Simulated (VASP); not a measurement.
# CdPd (P4/mmm) in VASP: further runs

Runs on CdPd. Level: LDA. Tasks: single point, relaxation of volume and atoms at fixed shape.

Program: VASP 6.6.1. These are calculated values, not measurements. Logs are shortened: lines on timing, memory, paths and dates and some standing lists are left out, and cuts for length are marked.

## 1. The cell of the first run

It takes space group P4/mmm (No. 123, tetragonal). The conventional cell has a = 2.983 Å, b = 2.983 Å, c = 3.577 Å, α = 90.00°, β = 90.00°, γ = 90.00°. Cd (site symmetry 4/mmm) has 8 Pd at 2.77 Å and 6 Cd at 2.98 to 3.58 Å within 3.6 Å. Within 3.6 Å of Pd (site symmetry 4/mmm) lie 8 Cd at 2.77 Å and 6 Pd at 2.98 to 3.58 Å.

## 2. Single point, LDA

The input, INCAR:

```
PREC = Accurate
ENCUT = 520
EDIFF = 1E-6
ISMEAR = 0
SIGMA = 0.1
LREAL = F
LASPH = T
NELM = 60
ALGO = Normal
ISIF = 2
LWAVE = F
LCHARG = F
NBANDS = 18
```

The input, KPOINTS:

```
Automatic mesh
0
Gamma
  7 7 6
```

The input, POSCAR:

```
CdPd
1.0
    2.9827497063      0.0000000000      0.0000000000
    0.0000000000      2.9827497063      0.0000000000
    0.0000000000      0.0000000000      3.5772110529
Cd Pd
1 1
Direct
    0.0000000000      0.0000000000      0.0000000000
    0.5000000000      0.5000000000      0.5000000000
```

Potentials or basis: VASP PAW LDA potentials, release 64 (Cd, Pd).

On the command line:

```bash
$ cat potpaw_LDA.64/Cd/POTCAR potpaw_LDA.64/Pd/POTCAR > POTCAR
$ mpirun -np 1 vasp_std > vasp.out
```

OUTCAR:

```text
PREC = Accurate
   ENCUT = 520
   EDIFF = 1E-6
   ISMEAR = 0
   LREAL = F
   LASPH = T
   NELM = 60
   ISIF = 2

 ion  position               nearest neighbor table
   1  0.000  0.000  0.000-   2 2.77   2 2.77   2 2.77   2 2.77   2 2.77   2 2.77   2 2.77   2 2.77

   2  0.500  0.500  0.500-   1 2.77   1 2.77   1 2.77   1 2.77   1 2.77   1 2.77   1 2.77   1 2.77

  LATTYP: Found a simple tetragonal cell.
 ALAT       =     2.9827497063
 C/A-ratio  =     1.1992997754

  Lattice vectors:

 A1 = (   2.9827497063,   0.0000000000,   0.0000000000)
 A2 = (   0.0000000000,   2.9827497063,   0.0000000000)
 A3 = (   0.0000000000,   0.0000000000,   3.5772110529)

Analysis of symmetry for initial positions (statically):
=====================================================================
 Subroutine PRICEL returns:
 Original cell was already a primitive cell.

 Routine SETGRP: Setting up the symmetry group for a
 simple tetragonal supercell.

 Subroutine GETGRP returns: Found 16 space group operations
 (whereof 16 operations were pure point group operations)
 out of a pool of 16 trial point group operations.

The static configuration has the point symmetry D_4h.

Analysis of symmetry for dynamics (positions and initial velocities):
=====================================================================
 Subroutine PRICEL returns:
 Original cell was already a primitive cell.

 Routine SETGRP: Setting up the symmetry group for a
 simple tetragonal supercell.

 Subroutine GETGRP returns: Found 16 space group operations
 (whereof 16 operations were pure point group operations)
 out of a pool of 16 trial point group operations.

The dynamic configuration has the point symmetry D_4h.

 Subroutine INISYM returns: Found 16 space group operations
 (whereof 16 operations are pure point group operations),
 and found     1 'primitive' translations

----------------------------------------------------------------------------------------

                                     Primitive cell

  volume of cell :      31.8257

  direct lattice vectors                    reciprocal lattice vectors
     2.982749706  0.000000000  0.000000000     0.335261118  0.000000000  0.000000000
     0.000000000  2.982749706  0.000000000     0.000000000  0.335261118  0.000000000
     0.000000000  0.000000000  3.577211053     0.000000000  0.000000000  0.279547386

  length of vectors
     2.982749706  2.982749706  3.577211053     0.335261118  0.335261118  0.279547386

  position of ions in fractional coordinates (direct lattice)
     0.000000000  0.000000000  0.000000000
     0.500000000  0.500000000  0.500000000

  ion indices of the primitive-cell ions
   primitive index   ion index
                 1           1
                 2           2

----------------------------------------------------------------------------------------

 KPOINTS: Automatic mesh

Automatic generation of k-mesh.
 Grid dimensions read from file:
 generate k-points for:    7    7    6

 Generating k-lattice:

  Cartesian coordinates                     Fractional coordinates (reciprocal lattice)
     0.047894445  0.000000000  0.000000000     0.142857143  0.000000000  0.000000000
     0.000000000  0.047894445  0.000000000     0.000000000  0.142857143  0.000000000
     0.000000000  0.000000000  0.046591231     0.000000000  0.000000000  0.166666667

  Length of vectors
     0.047894445  0.047894445  0.046591231

  Shift w.r.t. Gamma in fractional coordinates (k-lattice)
     0.000000000  0.000000000  0.000000000

 Subroutine IBZKPT returns following result:
 ===========================================

 Found     40 irreducible k-points:

 Following reciprocal coordinates:
            Coordinates               Weight
  0.000000  0.000000  0.000000      1.000000
  0.142857  0.000000  0.000000      4.000000
  0.285714  0.000000  0.000000      4.000000
  0.428571  0.000000  0.000000      4.000000
  0.142857  0.142857  0.000000      4.000000
  0.285714  0.142857  0.000000      8.000000
[... 16 lines left out ...]
  0.285714  0.000000  0.333333      8.000000
  0.428571  0.000000  0.333333      8.000000
 [... further k-points ...]
   k-points           NKPTS =     40   k-points in BZ     NKDIM =     40   number of bands    NBANDS=     18
   number of dos      NEDOS =    301   number of ions     NIONS =      2
   total plane-waves  NPLWV =  16128
   dimension x,y,z NGX =    24 NGY =   24 NGZ =   28
   dimension x,y,z NGXF=    48 NGYF=   48 NGZF=   56
   ions per type =               1   1
   NGX,Y,Z   is equivalent  to a cutoff of  13.38, 13.38, 13.01 a.u.
   NGXF,Y,Z  is equivalent  to a cutoff of  26.75, 26.75, 26.03 a.u.
 SYSTEM =  unknown system
   PREC   = accura    normal or accurate (medium, high low for compatibility)
   ISTART =      0    job   : 0-new  1-cont  2-samecut
   ICHARG =      2    charge: 1-file 2-atom 10-const
   ISPIN  =      1    spin polarized calculation?
   LNONCOLLINEAR =      F non collinear calculations
   LSORBIT =      F    spin-orbit coupling
   LASPH  =      T    aspherical Exc in radial PAW
   ENCUT  =  520.0 eV  38.22 Ry    6.18 a.u.   5.55  5.55  6.65*2*pi/ulx,y,z
   NELM   =     60;   NELMIN=  2; NELMDL= -5     # of ELM steps
   EDIFF  = 0.1E-05   stopping-criterion for ELM
   LREAL  =      F    real-space projection
   EDIFFG = 0.1E-04   stopping-criterion for IOM
   NSW    =      0    number of steps for IOM
   IBRION =     -1    ionic relax: 0-MD 1-quasi-New 2-CG
   NFREE  =      0    steps in history (QN), initial steepest desc. (CG)
   ISIF   =      2    stress and relaxation
   ISYM   =      2    0-nonsym 1-usesym 2-fastsym
   POTIM  = 0.5000    time-step for ionic-motion
   TEBEG  =    0.0;   TEEND  =   0.0 temperature during run
   PSTRESS=    0.0 pullay stress
   NELECT =      22.0000    total number of electrons
   NUPDOWN=      -1.0000    fix difference up-down
   EMIN   =  10.00;   EMAX   =-10.00  energy-range for DOS
   EFERMI =   0.00;   METHOD = LEGACY
   ISMEAR =     0;   SIGMA  =   0.10  broadening in eV -4-tet -1-fermi 0-gaus
   EFERMI_NEDOS =   21; number of points for ismear=-14 and -15
   IALGO  =     38    algorithm
   IMIX   =      4    mixing-type and parameters
     AMIX     =   0.40;   BMIX     =  1.00
     AMIX_MAG =   1.60;   BMIX_MAG =  1.00
  volume/ion in A,a.u.               =      15.91       107.39
  Fermi-wavevector in a.u.,A,eV,Ry     =   1.447515  2.735406 28.508273  2.095299
  Thomas-Fermi vector in A             =   2.565461
   LORBIT       =      0    0 simple, 1 ext, 2 COOP (PROOUT), +10 PAW based schemes
   GGA     = CA    functional components
   LHFCALC =     F    Hartree Fock is set to
   AEXX    =    0.0000 exact exchange contribution
   IVDW    =     0    specifies the selected vdW correction
   LEPSILON=     F    determine dielectric tensor
   LRPA    =     F    only Hartree local field effects (RPA)
 non-spin polarized calculation
 Gauss-broadening in eV      SIGMA  =   0.10
  energy-cutoff  :      520.00
  volume of cell :       31.83
 maximum number of plane-waves:       872
 NGX is ok and might be reduce to    24
   NGX = 11   NGY = 11   NGZ = 13

 number of electron      22.0000005 magnetization

 Free energy of the ion-electron system (eV)
  ---------------------------------------------------
  ext. energy  EPLUGINS =         0.00000000
  ---------------------------------------------------
  free energy    TOTEN  =        -8.86112781 eV

  energy without entropy =       -8.85517891  energy(sigma->0) =       -8.85815336

 E-fermi :   6.9352     XC(G=0): -13.0551

 val. band max:        6.9287000182   @ k =   0.4286   0.4286   0.1667
 cond. band min:       6.9441148926   @ k =   0.1429   0.1429   0.3333
 fundamental gap:      0.0154148744
 Fermi energy:         6.9352096745

 k-point     1 :       0.0000    0.0000    0.0000
  band No.  band energies     occupation
      1      -2.8578      2.00000
      2      -2.7237      2.00000
      3      -2.2544      2.00000
      4      -1.7049      2.00000
      5      -1.7049      2.00000
      6      -1.4116      2.00000
[... 10 lines left out ...]
     17      22.2217      0.00000
     18      23.3106      0.00000

 k-point     2 :       0.1429    0.0000    0.0000
  band No.  band energies     occupation
      1      -2.7560      2.00000
      2      -2.5242      2.00000
      3      -1.9012      2.00000
      4      -1.7890      2.00000
      5      -1.6678      2.00000
      6      -1.4886      2.00000
[... 10 lines left out ...]
     17      23.4288      0.00000
     18      24.4176      0.00000

 k-point     3 :       0.2857    0.0000    0.0000
  band No.  band energies     occupation
      1      -2.5884      2.00000
      2      -2.1360      2.00000
      3      -1.9725      2.00000
      4      -1.6570      2.00000
      5      -1.5823      2.00000
      6      -0.7108      2.00000
[... 10 lines left out ...]
     17      22.0373      0.00000
     18      22.6517      0.00000

 k-point     4 :       0.4286    0.0000    0.0000
  band No.  band energies     occupation
      1      -2.4594      2.00000
      2      -2.1147      2.00000
      3      -1.8511      2.00000
      4      -1.7880      2.00000
      5      -1.5115      2.00000
      6       1.0223      2.00000
[... 375 lines left out ...]
      4      -1.6868      2.00000
      5      -1.4739      2.00000
      6      -0.2497      2.00000
[... 10 lines left out ...]
     17      22.9210      0.00000
     18      23.6420      0.00000

 k-point    23 :       0.2857    0.0000    0.3333
  band No.  band energies     occupation
      1      -2.5676      2.00000
      2      -2.3073      2.00000
      3      -1.7849      2.00000
      4      -1.7704      2.00000
      5      -1.6575      2.00000
      6       0.6892      2.00000
[... 10 lines left out ...]
     17      22.6013      0.00000
     18      23.7924      0.00000

 k-point    24 :       0.4286    0.0000    0.3333
  band No.  band energies     occupation
      1      -2.5556      2.00000
      2      -2.5203      2.00000
      3      -1.9156      2.00000
      4      -1.7168      2.00000
      5      -1.4774      2.00000
      6       1.7579      2.00000
[... 10 lines left out ...]
     17      21.7310      0.00000
     18      24.0184      0.00000

 [... further k-points ...]
[... 5 lines left out ...]
  --------------------------------------------------------------------------------------
  -------------------------------------------------------------------------------------
  Total        0.1895670      0.1895670      0.5444115      0.0000000      0.0000000      0.0000000
  in kB        9.5432242      9.5432242     27.4068844      0.0000000      0.0000000      0.0000000
  external PRESSURE =      15.4977776 kB  Pullay stress =       0.0000000 kB

 VOLUME and BASIS-vectors are now :
 -----------------------------------------------------------------------------
  energy-cutoff  :      520.00
  volume of cell :       31.83
      direct lattice vectors                 reciprocal lattice vectors
     2.982749706  0.000000000  0.000000000     0.335261118  0.000000000  0.000000000
     0.000000000  2.982749706  0.000000000     0.000000000  0.335261118  0.000000000
     0.000000000  0.000000000  3.577211053     0.000000000  0.000000000  0.279547386

 POSITION                                       TOTAL-FORCE (eV/Angst)
 -----------------------------------------------------------------------------------
      0.00000      0.00000      0.00000         0.000000      0.000000      0.000000
      1.49137      1.49137      1.78861         0.000000      0.000000      0.000000
 -----------------------------------------------------------------------------------
    total drift:                                0.000000      0.000000     -0.000000

  FREE ENERGIE OF THE ION-ELECTRON SYSTEM (eV)
  ---------------------------------------------------
  free  energy   TOTEN  =        -8.8611278067 eV

  energy  without entropy=       -8.8551789111  energy(sigma->0) =       -8.85815336
```

It took 17 s on 1 thread of Intel Xeon 8259CL, shared host; peak memory 0.15 GiB.

Results:

```
Free energy            : -8.8611 eV
Pressure               : 1.5 GPa
Band gap on the k mesh : zero (band 11 reaches 10.11 eV, above the bottom of band 12 at 5.08 eV)
```

## 3. Relaxation of volume and atoms at fixed shape, LDA

This run uses another cell than the first one, of 16.64 Å³/atom, 1.046 times its volume.

The input, INCAR:

```
  PREC = Accurate
  ENCUT = 600
  EDIFF = 1E-7
  ISMEAR = 0
  SIGMA = 0.1
  LREAL = False
  LASPH = True
  NELM = 60
  ALGO = Normal
  ISIF = 8
  LWAVE = False
  LCHARG = False
  IBRION = 2
  NSW = 80
  EDIFFG = -0.02
```

The input, KPOINTS:

```
regular mesh
0
Gamma
  7 7 6
```

The input, POSCAR:

```
CdPd
1.0
    3.0276000000      0.0000000000      0.0000000000
    0.0000000000      3.0276000000      0.0000000000
    0.0000000000      0.0000000000      3.6310000000
Cd Pd
1 1
Direct
    0.0000000000      0.0000000000      0.0000000000
    0.5000000000      0.5000000000      0.5000000000
```

Potentials or basis: VASP PAW LDA potentials, release 64 (Cd, Pd).

On the command line:

```bash
$ cat potpaw_LDA.64/Cd/POTCAR potpaw_LDA.64/Pd/POTCAR > POTCAR
$ mpirun -np 1 vasp_std > vasp.out
```

OUTCAR:

```text
PREC = Accurate
   ENCUT = 600
   EDIFF = 1E-7
   ISMEAR = 0
   LREAL = False
   LASPH = True
   NELM = 60
   ISIF = 8
   IBRION = 2
   NSW = 80
   EDIFFG = -0.02

 ion  position               nearest neighbor table
   1  0.000  0.000  0.000-   2 2.81   2 2.81   2 2.81   2 2.81   2 2.81   2 2.81   2 2.81   2 2.81

   2  0.500  0.500  0.500-   1 2.81   1 2.81   1 2.81   1 2.81   1 2.81   1 2.81   1 2.81   1 2.81

  LATTYP: Found a simple tetragonal cell.
 ALAT       =     3.0276000000
 C/A-ratio  =     1.1992997754

  Lattice vectors:

 A1 = (   3.0276000000,   0.0000000000,   0.0000000000)
 A2 = (   0.0000000000,   3.0276000000,   0.0000000000)
 A3 = (   0.0000000000,   0.0000000000,   3.6310000000)

Analysis of symmetry for initial positions (statically):
=====================================================================
 Subroutine PRICEL returns:
 Original cell was already a primitive cell.

 Routine SETGRP: Setting up the symmetry group for a
 simple tetragonal supercell.

 Subroutine GETGRP returns: Found 16 space group operations
 (whereof 16 operations were pure point group operations)
 out of a pool of 16 trial point group operations.

The static configuration has the point symmetry D_4h.

Analysis of symmetry for dynamics (positions and initial velocities):
=====================================================================
 Subroutine PRICEL returns:
 Original cell was already a primitive cell.

 Routine SETGRP: Setting up the symmetry group for a
[... 232 lines left out ...]
  ---------------------------------------------------
  free energy    TOTEN  =        -8.86321370 eV

  energy without entropy =       -8.85722971  energy(sigma->0) =       -8.86022170

 E-fermi :   6.8127     XC(G=0): -12.9982

 val. band max:        6.8073594801   @ k =   0.4286   0.4286   0.1667
 cond. band min:       6.8164828608   @ k =   0.1429   0.1429   0.3333
 fundamental gap:      0.0091233807
 Fermi energy:         6.8127032354

 k-point     1 :       0.0000    0.0000    0.0000
  band No.  band energies     occupation
      1      -2.9301      2.00000
      2      -2.7896      2.00000
      3      -2.3040      2.00000
      4      -1.8005      2.00000
      5      -1.8005      2.00000
      6      -1.5154      2.00000
      7       2.9216      2.00000
      8       3.3727      2.00000
      9       4.8564      2.00000
     10       4.8564      2.00000
     11       5.1283      2.00000
     12       9.7121      0.00000
     13      14.8904      0.00000
     14      14.8904      0.00000
[... 401 lines left out ...]
      2      -2.5977      2.00000
      3      -2.0072      2.00000
      4      -1.8119      2.00000
      5      -1.5769      2.00000
      6       1.6776      2.00000
      7       2.9955      2.00000
      8       3.6560      2.00000
      9       4.4735      2.00000
     10       4.7462      2.00000
     11       4.7728      2.00000
     12       6.8777      0.35776
     13      10.5193      0.00000
     14      12.6494      0.00000
     15      20.9451      0.00000

 [... further k-points ...]

------------------------ aborting loop because EDIFF is reached ----------------------------------------

  FORCE on cell =-STRESS in cart. coord.  units (eV):
  Direction    XX          YY          ZZ          XY          YZ          ZX
  --------------------------------------------------------------------------------------
  -------------------------------------------------------------------------------------
  Total       -0.1286606     -0.1286606      0.2311721      0.0000000     -0.0000000     -0.0000000
  in kB       -6.4151284     -6.4151284     11.5264386      0.0000000     -0.0000000     -0.0000000
  external PRESSURE =      -0.4346061 kB  Pullay stress =       0.0000000 kB
[... 17 lines left out ...]
  FREE ENERGIE OF THE ION-ELECTRON SYSTEM (eV)
  ---------------------------------------------------
  free  energy   TOTEN  =        -8.8632137000 eV

  energy  without entropy=       -8.8572297090  energy(sigma->0) =       -8.86022170

 reached required accuracy - stopping structural energy minimisation
```

OSZICAR:

```text
N       E                     dE             d eps       ncg     rms          rms(c)
DAV:   1     0.162796356758E+03    0.16280E+03   -0.13446E+04  1216   0.167E+03
[... 26 lines left out ...]
DAV:   3    -0.887017016734E+01    0.36160E-01   -0.13999E-01  1389   0.533E+00    0.161E+00
DAV:   4    -0.886515844227E+01    0.50117E-02   -0.10064E-02  1298   0.103E+00    0.935E-01
DAV:   5    -0.886322394827E+01    0.19345E-02   -0.13133E-03  1312   0.346E-01    0.165E-01
DAV:   6    -0.886320866582E+01    0.15282E-04   -0.14745E-04  1410   0.121E-01    0.298E-02
DAV:   7    -0.886321393804E+01   -0.52722E-05   -0.66029E-06  1463   0.361E-02    0.731E-03
DAV:   8    -0.886321369953E+01    0.23851E-06   -0.19071E-06  1312   0.216E-02    0.256E-03
DAV:   9    -0.886321370005E+01   -0.52114E-09   -0.19767E-08   677   0.142E-03
   3 F= -.88632137E+01 E0= -.88602217E+01  d E =-.188527E-01
```

Run time: 57 s. Hardware: 1 thread of Intel Xeon 8259CL, shared host; peak memory 0.16 GiB.

What came out:

* Free energy: -8.8632 eV
* Relaxed volume: 16.07 Å³/atom
* Relaxed cell: a = 2.992 Å, b = 2.992 Å, c = 3.589 Å, α = 90.00°, β = 90.00°, γ = 90.00°
* Space group after relaxing (to 0.05 Å): P4/mmm (No. 123)
* Energy gained by relaxing: 9.4 meV/atom
* Ionic steps: 3
* Pressure after relaxing: 0.0 GPa
* Band gap on the k mesh: zero (band 11 reaches 9.94 eV, above the bottom of band 12 at 4.97 eV)

Stress tensor (GPa, compression positive):
```
-0.64  0.00  0.00
 0.00 -0.64  0.00
 0.00  0.00  1.15
```

The path:
```csv
step,energy change (eV),largest force (eV/Å),pressure (GPa),volume (Å³)
1,0.0000,0.0000,-5.02,33.28
2,0.0086,0.0000,7.12,30.83
3,-0.0189,0.0000,-0.04,32.13
```

Final structure:
```xyz
2
Lattice="2.9923 0.0000 0.0000 0.0000 2.9923 0.0000 0.0000 0.0000 3.5887" Properties=species:S:1:pos:R:3 pbc="T T T"
Cd    0.0000    0.0000    0.0000
Pd    1.4962    1.4962    1.7943
```

LDA usually gives volumes a few per cent too small. Zero-point motion and thermal expansion aren't in these numbers.
